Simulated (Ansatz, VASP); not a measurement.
# One calculation of BaS, two programs

INCAR

```
ALGO = Normal
EDIFF = 1E-8
ENCUT = 520
ISIF = 2
ISMEAR = -1
LASPH = True
LCHARG = False
LEFG = True
LREAL = False
LWAVE = False
NBANDS = 15
NELM = 60
PREC = Accurate
SIGMA = 0.01
```

KPOINTS

```
k-points
0
Gamma
  7 7 7
```

POSCAR

```
BaS
1.0
    0.0000000000      3.1505859250      3.1505859250
    3.1505859250      0.0000000000      3.1505859250
    3.1505859250      3.1505859250      0.0000000000
Ba S
1 1
Direct
    0.0000000000      0.0000000000      0.0000000000
    0.5000000000      0.5000000000      0.5000000000
```

Input for Ansatz:

```yaml
crystal:
  lattice:
    - [0.0, 3.150585925, 3.150585925]
    - [3.150585925, 0.0, 3.150585925]
    - [3.150585925, 3.150585925, 0.0]
  atoms:
    - { symbol: Ba, position: [0.0, 0.0, 0.0] }
    - { symbol: S, position: [0.5, 0.5, 0.5] }
kpoints:
  mp_grid: { grid: [7, 7, 7] }
scf:
  occupations: { method: fermi_dirac, width: 0.01 }
hamiltonian:
  xc: lda
  pseudopotentials: { kind: paw }
output:
  forces: true
  stress: true
  eigenvalues: true
  efg: { contact_densities: true }
```

Change from the starting cell: volume scaled by 0.96, PAW files.

Alike in both runs: task electric field gradients; functional LDA; k mesh 7 × 7 × 7; occupations fermi-dirac, width 0.01 eV; no spin polarisation.

```csv
,VASP,Ansatz
version,VASP 6.6.1,Ansatz 0.2.0
potentials or method,"VASP PAW LDA potentials, release 64 (Ba_sv, S)","PAW with Ansatz's default frozen-core files, scalar-relativistic"
plane-wave cutoff (eV),520,420
valence electrons in the cell,16,16
```

```tsv
	VASP	Ansatz	Ansatz less VASP
gap on the k mesh at the Fermi level (eV)	1.89	2.00	+0.112
pressure (GPa)	0.0	-0.7	-0.74
```

LDA's correlation is that of Perdew and Zunger in VASP and of Perdew and Wang (1992) in Ansatz.

Spin-orbit coupling is off throughout.
